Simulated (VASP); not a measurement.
Set up this calculation in VASP 6.6.1, as the native input.

```
Task                   : single point
Functional             : r2SCAN
Potentials or basis    : VASP PAW PBE potentials, release 64 (Cs_sv, Br)
Cutoff                 : 550 eV
k mesh                 : 6 × 6 × 6
Occupations            : gaussian, width 0.02 eV
Spin                   : no spin polarisation
Dipole correction      : no
Further INCAR settings : ALGO = Normal; EDIFF = 1e-06; NBANDS = 15
```

CsBr:

```
Cs Br
1.0
     4.27894    0.00000    0.00000
     0.00000    4.27894    0.00000
     0.00000    0.00000    4.27894
Cs Br
1 1
Direct
  0.00000 0.00000 0.00000
  0.50000 0.50000 0.50000
```

One way to write it, as run:

POSCAR

```
CsBr
1.0
    4.2789398087      0.0000000000      0.0000000000
    0.0000000000      4.2789398087      0.0000000000
    0.0000000000      0.0000000000      4.2789398087
Cs Br
1 1
Direct
    0.0000000000      0.0000000000      0.0000000000
    0.5000000000      0.5000000000      0.5000000000
```

INCAR.step1

```
  ALGO = Normal
  EDIFF = 1E-5
  ENCUT = 550
  GGA = PE
  GGA_COMPAT = F
  ISMEAR = 0
  LASPH = T
  LCHARG = F
  LREAL = F
  LWAVE = T
  NBANDS = 15
  NELM = 120
  PREC = Accurate
  SIGMA = 0.02
```

INCAR.step2

```
  ALGO = Normal
  EDIFF = 1E-6
  ENCUT = 550
  GGA_COMPAT = F
  ISIF = 2
  ISMEAR = 0
  ISTART = 1
  LASPH = T
  LCHARG = F
  LMIXTAU = T
  LREAL = F
  LWAVE = F
  METAGGA = R2SCAN
  NBANDS = 15
  NELM = 120
  PREC = Accurate
  SIGMA = 0.02
```

KPOINTS

```
k-points
0
Gamma
  6 6 6
```

Potentials or basis: VASP PAW PBE potentials, release 64 (Cs_sv, Br).

Command:

```console
$ cat potpaw_PBE.64/Cs_sv/POTCAR potpaw_PBE.64/Br/POTCAR > POTCAR
$ cp INCAR.step1 INCAR
$ mpirun -np 1 vasp_std > vasp.out
$ cp INCAR.step2 INCAR
$ mpirun -np 1 vasp_std > vasp.out
```

Results of the run:

| Property | Result |
| --- | --- |
| Pressure | 0.6 GPa |
| Band gap on the k mesh | 5.31 eV |

Caveat: the PAW data sets were made with another functional, which shifts forces and pressure a little; spin-orbit coupling is left out, which moves the levels of the heavy elements.

Run time: 64 s on 1 thread of AMD EPYC 9R45 96-Core Processor (Zen 5), on a shared host, peak memory 0.19 GiB.
